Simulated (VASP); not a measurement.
# BN (Cmcm) in VASP: further runs

BN is run at these levels: PBE, LDA, HSE06; tasks: single point.

Program: VASP 6.6.1. These are calculated values, not measurements. Logs are shortened: lines on timing, memory, paths and dates and some standing lists are left out, and cuts for length are marked.

## (1) The cell of the first run

The typed cell holds 4 atoms: a = 2.488 Å, b = 2.488 Å, c = 6.495 Å, α = 90.00°, β = 90.00°, γ = 120.00°.

## (2) Single point, PBE

Contents of INCAR:

```
PREC     = Accurate       # precision mode
ENCUT    = 600            # plane-wave cutoff, eV
EDIFF    = 1E-6           # SCF threshold, eV
ISMEAR   = 0              # smearing method
SIGMA    = 0.01           # smearing width, eV
LREAL    = F              # projectors in reciprocal space
LASPH    = T              # aspherical terms in the spheres
NELM     = 120            # most SCF steps
ALGO     = Normal         # electronic algorithm
ISIF     = 2              # what is computed and relaxed
LWAVE    = F              # write WAVECAR
LCHARG   = F              # write CHGCAR
GGA      = PE             # functional
NBANDS   = 16             # bands
GGA_COMPAT= F
```

Contents of KPOINTS:

```
Automatic mesh
0
Gamma
  13 13 5
```

Contents of POSCAR:

```
BN
1.0
    2.4883437615      0.0000000000      0.0000000000
   -1.2441718807      2.1549689108      0.0000000000
    0.0000000000      0.0000000000      6.4954828762
B N
2 2
Direct
    0.3335905386      0.6664094610      0.2500000001
    0.6664094610      0.3335905386      0.7500000004
    0.3342207763      0.6657792232      0.7500000004
    0.6657792232      0.3342207763      0.2500000001
```

Potentials or basis: VASP PAW PBE potentials, release 64 (B, N).

On the command line:

```
cat potpaw_PBE.64/B/POTCAR potpaw_PBE.64/N/POTCAR > POTCAR
mpirun -np 1 vasp_std > vasp.out
```

OUTCAR:

```text
PREC = Accurate
   ENCUT = 600
   EDIFF = 1E-6
   ISMEAR = 0
   LREAL = F
   LASPH = T
   NELM = 120
   ISIF = 2
   GGA = PE

 ion  position               nearest neighbor table
   1  0.334  0.666  0.250-   4 1.43   4 1.44   4 1.44
   2  0.666  0.334  0.750-   3 1.43   3 1.44   3 1.44
   3  0.334  0.666  0.750-   2 1.43   2 1.44   2 1.44
   4  0.666  0.334  0.250-   1 1.43   1 1.44   1 1.44

  LATTYP: Found a hexagonal cell.
 ALAT       =     2.4883437615
 C/A-ratio  =     2.6103639604

  Lattice vectors:

 A1 = (   2.4883437615,   0.0000000000,   0.0000000000)
 A2 = (  -1.2441718807,   2.1549689108,   0.0000000000)
 A3 = (   0.0000000000,   0.0000000000,   6.4954828762)

Analysis of symmetry for initial positions (statically):
=====================================================================
 Subroutine PRICEL returns:
 Original cell was already a primitive cell.

 Routine SETGRP: Setting up the symmetry group for a
 hexagonal supercell.

 Subroutine GETGRP returns: Found  8 space group operations
 (whereof  4 operations were pure point group operations)
 out of a pool of 24 trial point group operations.

The static configuration has the point symmetry C_2h.
 The point group associated with its full space group is D_2h.

Analysis of symmetry for dynamics (positions and initial velocities):
=====================================================================
 Subroutine PRICEL returns:
 Original cell was already a primitive cell.

 Routine SETGRP: Setting up the symmetry group for a
 hexagonal supercell.

 Subroutine GETGRP returns: Found  8 space group operations
 (whereof  4 operations were pure point group operations)
 out of a pool of 24 trial point group operations.

The dynamic configuration has the point symmetry C_2h.
 The point group associated with its full space group is D_2h.

 Subroutine INISYM returns: Found  8 space group operations
 (whereof  4 operations are pure point group operations),
 and found     1 'primitive' translations

----------------------------------------------------------------------------------------

                                     Primitive cell

  volume of cell :      34.8308

  direct lattice vectors                    reciprocal lattice vectors
     2.488343761  0.000000000  0.000000000     0.401873734  0.232021909  0.000000000
    -1.244171881  2.154968911  0.000000000     0.000000000  0.464043818  0.000000000
     0.000000000  0.000000000  6.495482876     0.000000000  0.000000000  0.153953142

[... 90 lines left out ...]
   NSW    =      0    number of steps for IOM
   IBRION =     -1    ionic relax: 0-MD 1-quasi-New 2-CG
   NFREE  =      0    steps in history (QN), initial steepest desc. (CG)
   ISIF   =      2    stress and relaxation
   ISYM   =      2    0-nonsym 1-usesym 2-fastsym
   POTIM  = 0.5000    time-step for ionic-motion
   TEBEG  =    0.0;   TEEND  =   0.0 temperature during run
   PSTRESS=    0.0 pullay stress
   NELECT =      16.0000    total number of electrons
   NUPDOWN=      -1.0000    fix difference up-down
   EMIN   =  10.00;   EMAX   =-10.00  energy-range for DOS
   EFERMI =   0.00;   METHOD = LEGACY
   ISMEAR =     0;   SIGMA  =   0.01  broadening in eV -4-tet -1-fermi 0-gaus
   EFERMI_NEDOS =   21; number of points for ismear=-14 and -15
   IALGO  =     38    algorithm
   IMIX   =      4    mixing-type and parameters
     AMIX     =   0.40;   BMIX     =  1.00
     AMIX_MAG =   1.60;   BMIX_MAG =  1.00
  volume/ion in A,a.u.               =       8.71        58.76
  Fermi-wavevector in a.u.,A,eV,Ry     =   1.263166  2.387038 21.709310  1.595589
  Thomas-Fermi vector in A             =   2.396537
   LORBIT       =      0    0 simple, 1 ext, 2 COOP (PROOUT), +10 PAW based schemes
   GGA     = PE    functional components
   LHFCALC =     F    Hartree Fock is set to
   AEXX    =    0.0000 exact exchange contribution
   IVDW    =     0    specifies the selected vdW correction
   LEPSILON=     F    determine dielectric tensor
   LRPA    =     F    only Hartree local field effects (RPA)
 non-spin polarized calculation
 Gauss-broadening in eV      SIGMA  =   0.01
  energy-cutoff  :      600.00
  volume of cell :       34.83
 maximum number of plane-waves:      1185
   NGX =  9   NGY =  9   NGZ = 25

 number of electron      15.9999998 magnetization

 Free energy of the ion-electron system (eV)
  ---------------------------------------------------
  ext. energy  EPLUGINS =         0.00000000
  ---------------------------------------------------
  free energy    TOTEN  =       -35.12078591 eV

  energy without entropy =      -35.12078591  energy(sigma->0) =      -35.12078591

 E-fermi :   2.6386     XC(G=0): -10.2555

 val. band max:        2.5872562783   @ k =   0.3077   0.3077   0.0000
 cond. band min:       6.8585095269   @ k =   0.4615   0.4615   0.0000
 fundamental gap:      4.2712532487
 Fermi energy:         2.6385707825

 k-point     1 :       0.0000    0.0000    0.0000
  band No.  band energies     occupation
      1     -15.4013      2.00000
      2     -15.0560      2.00000
      3      -3.8726      2.00000
      4      -1.5236      2.00000
      5       1.1676      2.00000
      6       1.2125      2.00000
[... 433 lines left out ...]
      3      -4.6531      2.00000
      4      -4.5600      2.00000
      5      -1.4542      2.00000
      6      -1.3765      2.00000
[... 8 lines left out ...]
     15      18.1636      0.00000
     16      20.8016      0.00000

 [... further k-points ...]

------------------------ aborting loop because EDIFF is reached ----------------------------------------

  FORCE on cell =-STRESS in cart. coord.  units (eV):
  Direction    XX          YY          ZZ          XY          YZ          ZX
  --------------------------------------------------------------------------------------
  -------------------------------------------------------------------------------------
  Total        2.4349682      2.2935853      0.7823341     -0.1224412     -0.0000000      0.0000000
  in kB      112.0059373    105.5024762     35.9865327     -5.6321625     -0.0000000      0.0000000
  external PRESSURE =      84.4983154 kB  Pullay stress =       0.0000000 kB

 VOLUME and BASIS-vectors are now :
 -----------------------------------------------------------------------------
  energy-cutoff  :      600.00
  volume of cell :       34.83
      direct lattice vectors                 reciprocal lattice vectors
     2.488343761  0.000000000  0.000000000     0.401873734  0.232021909  0.000000000
    -1.244171881  2.154968911  0.000000000     0.000000000  0.464043818  0.000000000
     0.000000000  0.000000000  6.495482876     0.000000000  0.000000000  0.153953142

 POSITION                                       TOTAL-FORCE (eV/Angst)
 -----------------------------------------------------------------------------------
      0.00096      1.43609      1.62387        -0.187230      0.108097     -0.000000
      1.24321      0.71888      4.87161         0.187230     -0.108097     -0.000000
      0.00331      1.43473      4.87161        -0.187821      0.108439      0.000000
      1.24086      0.72024      1.62387         0.187821     -0.108439      0.000000
 -----------------------------------------------------------------------------------
    total drift:                                0.000000      0.000001      0.000000

  FREE ENERGIE OF THE ION-ELECTRON SYSTEM (eV)
  ---------------------------------------------------
  free  energy   TOTEN  =       -35.1207859133 eV

  energy  without entropy=      -35.1207859133  energy(sigma->0) =      -35.12078591
```

Run time: 42 s. Hardware: 1 thread of Intel Xeon 6975P-C (Granite Rapids), shared host; peak memory 0.2 GiB.

What came out:

```yaml
Free_energy: -35.1208 eV
Pressure: 8.4 GPa
Largest_force: 0.217 eV/Å
Band_gap_on_the_k_mesh: 4.27 eV (least direct gap 4.65 eV)
```

Forces in eV/Å, atoms in the order of the input:
```
B   -0.187  0.108  0.000
B    0.187 -0.108  0.000
N   -0.188  0.108  0.000
N    0.188 -0.108  0.000
```

Stress tensor (GPa, compression positive):
```
11.20 -0.56  0.00
-0.56 10.55  0.00
 0.00  0.00  3.60
```

Levels at points of the mesh, in eV from the valence-band top:
```
           k point  band 5  band 6  band 7  band 8  band 9  band 10  band 11  band 12
(0.00, 0.00, 0.00)   -1.42   -1.37   -1.30   -1.26    5.35    10.60    11.57    11.71
```

Caveat: the cell stands under pressure; an odd mesh through Γ misses points on the zone boundary, where band edges can lie; this functional lacks dispersion, which binds the layers, so the pressure and a relaxed spacing across them are unreliable.

## (3) Single point, PBE

Contents of INCAR:

```
SYSTEM = BN
PREC = Accurate ; ENCUT = 600
EDIFF = 1E-6 ; ISMEAR = -1
SIGMA = 0.01 ; LREAL = .FALSE.
LASPH = .TRUE. ; NELM = 120
ALGO = Normal ; ISIF = 2
LWAVE = .FALSE. ; LCHARG = .TRUE.
GGA = PE ; LELF = .TRUE.
LVHAR = .TRUE. ; NBANDS = 16
GGA_COMPAT = .FALSE.
```

Contents of KPOINTS:

```
Automatic mesh
0
G
  13 13 5
  0 0 0
```

Edit POSCAR of step 2 so:

```diff
@@ -10,3 +10,3 @@
     0.6664094610      0.3335905386      0.7500000004
-    0.3342207763      0.6657792232      0.7500000004
-    0.6657792232      0.3342207763      0.2500000001
+    0.3342207764      0.6657792232      0.7500000004
+    0.6657792232      0.3342207764      0.2500000001
```

Potentials or basis: VASP PAW PBE potentials, release 64 (B, N).

On the command line:

```
cat potpaw_PBE.64/B/POTCAR potpaw_PBE.64/N/POTCAR > POTCAR
mpirun -np 1 vasp_std > vasp.out
```

Run time: 38 s. Hardware: 1 thread of Intel Xeon 6975P-C (Granite Rapids), shared host; peak memory 0.2 GiB.

It converged, with:

| Property | Result |
| --- | --- |
| Free energy | -35.1208 eV |
| Pressure | 8.4 GPa |
| Largest force | 0.217 eV/Å |
| Band gap on the k mesh | 4.27 eV (least direct gap 4.65 eV) |

Forces on the atoms (eV/Å):
```
B   -0.187  0.108  0.000
B    0.187 -0.108  0.000
N   -0.188  0.108  0.000
N    0.188 -0.108  0.000
```

Stress tensor (GPa, compression positive):
```
11.20 -0.56  0.00
-0.56 10.55  0.00
 0.00  0.00  3.60
```

Levels at points of the mesh, in eV from the valence-band top:
```
           k point  band 5  band 6  band 7  band 8  band 9  band 10  band 11  band 12
(0.00, 0.00, 0.00)   -1.42   -1.37   -1.30   -1.26    5.35    10.60    11.57    11.71
```

Caveat: the cell stands under pressure; an odd mesh through Γ misses points on the zone boundary, where band edges can lie; this functional lacks dispersion, which binds the layers, so the pressure and a relaxed spacing across them are unreliable.

## (4) Single point, LDA

Contents of INCAR:

```
SYSTEM = BN
ALGO = Normal
EDIFF = 1E-6
ENCUT = 600
GGA_COMPAT = .False.
ISIF = 2
ISMEAR = -1
LASPH = .True.
LCHARG = .False.
LREAL = .False.
LWAVE = .False.
NBANDS = 16
NELM = 120
PREC = Accurate
SIGMA = 0.01
```

Contents of KPOINTS:

```
k-points
0
Gamma
  13 13 5
  0 0 0
```

POSCAR is that of step 3.

Potentials or basis: VASP PAW LDA potentials, release 64 (B, N).

On the command line:

```
cat potpaw_LDA.64/B/POTCAR potpaw_LDA.64/N/POTCAR > POTCAR
mpirun -np 1 vasp_std > vasp.out
```

OUTCAR:

```text
SYSTEM = BN
   EDIFF = 1E-6
   ENCUT = 600
   ISIF = 2
   ISMEAR = -1
   LASPH = .True.
   LREAL = .False.
   NELM = 120
   PREC = Accurate

 ion  position               nearest neighbor table
   1  0.334  0.666  0.250-   4 1.43   4 1.44   4 1.44
   2  0.666  0.334  0.750-   3 1.43   3 1.44   3 1.44
   3  0.334  0.666  0.750-   2 1.43   2 1.44   2 1.44
   4  0.666  0.334  0.250-   1 1.43   1 1.44   1 1.44

  LATTYP: Found a hexagonal cell.
 ALAT       =     2.4883437615
 C/A-ratio  =     2.6103639604

  Lattice vectors:

 A1 = (   2.4883437615,   0.0000000000,   0.0000000000)
 A2 = (  -1.2441718807,   2.1549689108,   0.0000000000)
 A3 = (   0.0000000000,   0.0000000000,   6.4954828762)

Analysis of symmetry for initial positions (statically):
=====================================================================
 Subroutine PRICEL returns:
 Original cell was already a primitive cell.

 Routine SETGRP: Setting up the symmetry group for a
 hexagonal supercell.

 Subroutine GETGRP returns: Found  8 space group operations
 (whereof  4 operations were pure point group operations)
 out of a pool of 24 trial point group operations.

The static configuration has the point symmetry C_2h.
 The point group associated with its full space group is D_2h.

Analysis of symmetry for dynamics (positions and initial velocities):
=====================================================================
 Subroutine PRICEL returns:
 Original cell was already a primitive cell.

 Routine SETGRP: Setting up the symmetry group for a
 hexagonal supercell.

 Subroutine GETGRP returns: Found  8 space group operations
 (whereof  4 operations were pure point group operations)
 out of a pool of 24 trial point group operations.

The dynamic configuration has the point symmetry C_2h.
 The point group associated with its full space group is D_2h.

[... 119 lines left out ...]
   IALGO  =     38    algorithm
   IMIX   =      4    mixing-type and parameters
     AMIX     =   0.40;   BMIX     =  1.00
     AMIX_MAG =   1.60;   BMIX_MAG =  1.00
  volume/ion in A,a.u.               =       8.71        58.76
  Fermi-wavevector in a.u.,A,eV,Ry     =   1.263166  2.387038 21.709310  1.595589
  Thomas-Fermi vector in A             =   2.396537
   LORBIT       =      0    0 simple, 1 ext, 2 COOP (PROOUT), +10 PAW based schemes
   GGA     = CA    functional components
   LHFCALC =     F    Hartree Fock is set to
   AEXX    =    0.0000 exact exchange contribution
   IVDW    =     0    specifies the selected vdW correction
   LEPSILON=     F    determine dielectric tensor
   LRPA    =     F    only Hartree local field effects (RPA)
 non-spin polarized calculation
  energy-cutoff  :      600.00
  volume of cell :       34.83
 maximum number of plane-waves:      1185
   NGX =  9   NGY =  9   NGZ = 25

 number of electron      16.0000001 magnetization

 Free energy of the ion-electron system (eV)
  ---------------------------------------------------
  ext. energy  EPLUGINS =         0.00000000
  ---------------------------------------------------
  free energy    TOTEN  =       -38.58406526 eV

  energy without entropy =      -38.58406526  energy(sigma->0) =      -38.58406526

 E-fermi :   2.7067     XC(G=0): -10.6982

 val. band max:        2.4673936934   @ k =   0.3077   0.3077   0.0000
 cond. band min:       6.5400187602   @ k =   0.4615   0.4615   0.0000
 fundamental gap:      4.0726250668
 Fermi energy:         2.7067008645

 k-point     1 :       0.0000    0.0000    0.0000
  band No.  band energies     occupation
      1     -15.3133      2.00000
      2     -14.9445      2.00000
      3      -4.1132      2.00000
      4      -1.6704      2.00000
      5       1.0351      2.00000
      6       1.0806      2.00000
[... 433 lines left out ...]
      3      -4.7298      2.00000
      4      -4.6323      2.00000
      5      -1.5855      2.00000
      6      -1.5061      2.00000
[... 8 lines left out ...]
     15      17.8050      0.00000
     16      20.5511      0.00000

 [... further k-points ...]

------------------------ aborting loop because EDIFF is reached ----------------------------------------

  FORCE on cell =-STRESS in cart. coord.  units (eV):
  Direction    XX          YY          ZZ          XY          YZ          ZX
  --------------------------------------------------------------------------------------
  -------------------------------------------------------------------------------------
  Total        0.2534115      0.1162565     -0.0606545     -0.1187797      0.0000000      0.0000000
  in kB       11.6566566      5.3476762     -2.7900432     -5.4637373      0.0000000      0.0000000
  external PRESSURE =       4.7380965 kB  Pullay stress =       0.0000000 kB

 VOLUME and BASIS-vectors are now :
 -----------------------------------------------------------------------------
  energy-cutoff  :      600.00
  volume of cell :       34.83
      direct lattice vectors                 reciprocal lattice vectors
     2.488343761  0.000000000  0.000000000     0.401873734  0.232021909  0.000000000
    -1.244171881  2.154968911  0.000000000     0.000000000  0.464043818  0.000000000
     0.000000000  0.000000000  6.495482876     0.000000000  0.000000000  0.153953142

 POSITION                                       TOTAL-FORCE (eV/Angst)
 -----------------------------------------------------------------------------------
      0.00096      1.43609      1.62387        -0.184959      0.106786      0.000000
      1.24321      0.71888      4.87161         0.184959     -0.106786      0.000000
      0.00331      1.43473      4.87161        -0.185611      0.107162     -0.000000
      1.24086      0.72024      1.62387         0.185611     -0.107162      0.000000
 -----------------------------------------------------------------------------------
    total drift:                                0.000000      0.000000      0.000000

  FREE ENERGIE OF THE ION-ELECTRON SYSTEM (eV)
  ---------------------------------------------------
  free  energy   TOTEN  =       -38.5840652565 eV

  energy  without entropy=      -38.5840652565  energy(sigma->0) =      -38.58406526
```

OSZICAR:

```text
N       E                     dE             d eps       ncg     rms          rms(c)
DAV:   1     0.507414118340E+02    0.50741E+02   -0.87149E+03  4728   0.104E+03
DAV:   2    -0.394670686960E+02   -0.90208E+02   -0.81456E+02  6528   0.223E+02
DAV:   3    -0.426395267418E+02   -0.31725E+01   -0.31574E+01  6144   0.409E+01
DAV:   4    -0.426565296074E+02   -0.17003E-01   -0.17001E-01  5824   0.350E+00
DAV:   5    -0.426566740361E+02   -0.14443E-03   -0.14443E-03  6088   0.301E-01    0.112E+01
DAV:   6    -0.390726565076E+02    0.35840E+01   -0.57720E+00  5824   0.182E+01    0.484E+00
DAV:   7    -0.387055321586E+02    0.36712E+00   -0.50657E-01  6464   0.502E+00    0.299E+00
DAV:   8    -0.385896896744E+02    0.11584E+00   -0.27549E-01  6376   0.355E+00    0.478E-01
DAV:   9    -0.385840718679E+02    0.56178E-02   -0.16666E-02  5416   0.101E+00    0.186E-01
DAV:  10    -0.385840519935E+02    0.19874E-04   -0.76388E-04  6312   0.207E-01    0.255E-02
DAV:  11    -0.385840653109E+02   -0.13317E-04   -0.27442E-05  5432   0.427E-02    0.179E-02
DAV:  12    -0.385840652565E+02    0.54395E-07   -0.60103E-06  5928   0.178E-02
   1 F= -.38584065E+02 E0= -.38584065E+02  d E =-.157136E-12
```

Run time: 34 s. Hardware: 1 thread of Intel Xeon 6975P-C (Granite Rapids), shared host; peak memory 0.19 GiB.

Results:

```
Free energy            : -38.5841 eV
Pressure               : 0.5 GPa
Largest force          : 0.214 eV/Å
Band gap on the k mesh : 4.07 eV (least direct gap 4.46 eV)
```

Forces in eV/Å, atoms in the order of the input:
```
B   -0.185  0.107  0.000
B    0.185 -0.107  0.000
N   -0.186  0.107  0.000
N    0.186 -0.107  0.000
```

Levels at points of the mesh, in eV from the valence-band top:
```csv
k point,band 6,band 7,band 8,band 9,band 10,band 11
"(0.00, 0.00, 0.00)",-1.39,-1.32,-1.27,5.04,10.32,11.44
```

Caveat: an odd mesh through Γ misses points on the zone boundary, where band edges can lie.

[end of part 1 of 2]
